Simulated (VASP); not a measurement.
A run of VASP 6.6.1 is set up as follows.

File INCAR:

```
PREC     = Accurate       # precision mode
ENCUT    = 500            # plane-wave cutoff, eV
EDIFF    = 1E-7           # SCF threshold, eV
ISMEAR   = -1             # smearing method
SIGMA    = 0.05           # smearing width, eV
LREAL    = False          # projectors in reciprocal space
LASPH    = True           # aspherical terms in the spheres
NELM     = 120            # most SCF steps
ALGO     = Normal         # electronic algorithm
ISIF     = 3              # what is computed and relaxed
LWAVE    = False          # write WAVECAR
LCHARG   = False          # write CHGCAR
GGA      = LIBXC          # functional
LIBXC1   = GGA_X_B88    
LIBXC2   = GGA_C_PBE    
IBRION   = 2              # ionic algorithm
NSW      = 60             # ionic steps
EDIFFG   = -0.01          # ionic threshold
GGA_COMPAT= False        
NELMIN   = 4
```

File KPOINTS:

```
Automatic mesh
0
Gamma
  8 8 8
```

POSCAR

```
PbS
1.0
    0.0000000000      2.9657500000      2.9657500000
    2.9657500000      0.0000000000      2.9657500000
    2.9657500000      2.9657500000      0.0000000000
Pb S
1 1
Direct
    0.0000000000      0.0000000000      0.0000000000
    0.5000000000      0.5000000000      0.5000000000
```

Potentials or basis: VASP PAW PBE potentials, release 64 (Pb_d, S).

Command:

```bash
$ cat potpaw_PBE.64/Pb_d/POTCAR potpaw_PBE.64/S/POTCAR > POTCAR
$ mpirun -np 1 vasp_std > vasp.out
```

(1) Predict the relaxed volume.

(2) Estimate the space group after relaxing (to 0.1 Å).

(3) Estimate the band gap on the k mesh.

## Answers

(1) 26.99 Å³/atom.

(2) Fm-3m (No. 225).

(3) 0.49 eV.

Caveat: the PAW data sets were made with another functional, which shifts forces and pressure a little; spin-orbit coupling is left out, which moves the levels of the heavy elements.
